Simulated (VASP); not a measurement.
## TiSn5: single point with PBE

TiSn5:

```xyz
6
Lattice="0.0000 4.2648 4.2648 4.2648 0.0000 4.2648 4.2648 4.2648 0.0000" Properties=species:S:1:pos:R:3 pbc="T T T"
Ti    0.0000    0.0000    0.0000
Sn    2.1324    2.1324    2.1324
Sn    5.3309    3.1986    3.1986
Sn    5.3309    5.3309    5.3309
Sn    3.1986    5.3309    3.1986
Sn    3.1986    3.1986    5.3309
```

The cell was built from a structure type or drawn by symmetry, and may not be a known phase.

* Program: VASP 6.6.1
* Task: single point
* Functional: PBE
* Potentials or basis: VASP PAW PBE potentials, release 64 (Ti_sv, Sn_d)
* Cutoff: 520 eV
* k mesh: 4 × 4 × 4
* Occupations: gaussian, width 0.1 eV
* Spin: no spin polarisation
* Dipole correction: no
* Further INCAR settings: ALGO = Normal; EDIFF = 1e-06; NBANDS = 50

| Item | Value |
| --- | --- |
| Pressure | 2.1 GPa |
| Band gap on the k mesh | zero (bands 41 and 42 overlap by 0.42 eV) |

Levels at points of the mesh, in eV from the Fermi level:
| k point | band 38 | band 39 | band 40 | band 41 | band 42 | band 43 | band 44 | band 45 |
| --- | --- | --- | --- | --- | --- | --- | --- | --- |
| (0.00, 0.00, 0.00) | -3.83 | -2.10 | -2.10 | -0.13 | -0.13 | -0.13 | 0.99 | 0.99 |
| (0.50, 0.00, 0.00) | -0.95 | -0.95 | -0.40 | 0.14 | 0.14 | 0.39 | 0.83 | 0.83 |
| (0.50, 0.50, 0.00) | -0.64 | -0.64 | -0.21 | -0.03 | -0.03 | 0.47 | 0.72 | 1.04 |

It took 2.4 min on 1 thread of AMD EPYC 7R43 64-Core Processor (Zen 3), with other jobs on the host, peak memory 0.29 GiB.

Caveat: spin-orbit coupling is left out, which moves the levels of the heavy elements.
